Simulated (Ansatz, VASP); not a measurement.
**C: VASP beside Ansatz**

File POSCAR:

```
C
1.0
    0.0000000000      1.7833700000      1.7833700000
    1.7833700000      0.0000000000      1.7833700000
    1.7833700000      1.7833700000      0.0000000000
C
2
Direct
    0.7500000000      0.7500000000      0.7500000000
    0.5000000000      0.5000000000      0.5000000000
```

The input INCAR.step1:

```
ALGO = Normal
EDIFF = 1E-4
ENCUT = 520
GGA = PE
ISMEAR = -1
LASPH = True
LCHARG = False
LREAL = False
LWAVE = True
NBANDS = 11
NELM = 100
PREC = Accurate
SIGMA = 0.05
```

The input INCAR.step2:

```
ALGO = Normal
EDIFF = 1E-6
ENCUT = 520
ISIF = 2
ISMEAR = -1
ISTART = 1
IVDW = 13
LASPH = True
LCHARG = False
LMIXTAU = True
LREAL = False
LWAVE = False
METAGGA = R2SCAN
NBANDS = 11
NELM = 100
PREC = Accurate
SIGMA = 0.05
VDW_A1 = 0.51559235
VDW_A2 = 5.77342911
VDW_S6 = 1.0
VDW_S8 = 0.6018749
```

The input KPOINTS:

```
k-points
0
Gamma
  13 13 13
```

The input input.yaml:

```yaml
crystal:
  lattice:
    - [0.0, 1.78337, 1.78337]
    - [1.78337, 0.0, 1.78337]
    - [1.78337, 1.78337, 0.0]
  atoms:
    - { symbol: C, position: [0.75, 0.75, 0.75] }
    - { symbol: C, position: [0.5, 0.5, 0.5] }
hamiltonian:
  xc: r2scan
  pseudopotentials: { kind: paw }
  dispersion: d4
kpoints:
  mp_grid: { grid: [13, 13, 13] }
scf:
  occupations: { method: fermi_dirac, width: 0.05 }
output:
  forces: true
  stress: true
  eigenvalues: true
```

Alike in both runs: task single point; functional r2SCAN; dispersion D4; k mesh 13 × 13 × 13; occupations fermi-dirac, width 0.05 eV; no spin polarisation.

|  | VASP | Ansatz |
| --- | --- | --- |
| version | VASP 6.6.1 | Ansatz 0.2.0 |
| potentials or method | VASP PAW PBE potentials, release 64 (C) | Ansatz PAW |
| plane-wave cutoff (eV) | 520 | 500 |
| valence electrons in the cell | 8 | 8 |

```csv
,VASP,Ansatz,Ansatz less VASP
gap on the k mesh at the Fermi level (eV),4.34,4.36,+0.028
least direct gap on the mesh (eV),5.84,5.88,+0.045
pressure (GPa),-3.5,-4.6,-1.10
```

VASP's potentials were made for PBE, not for r2SCAN.

Noted on Ansatz's run: odd divisions of the mesh miss points on the zone boundary, where band edges often lie, so the gap on the mesh can be too wide.
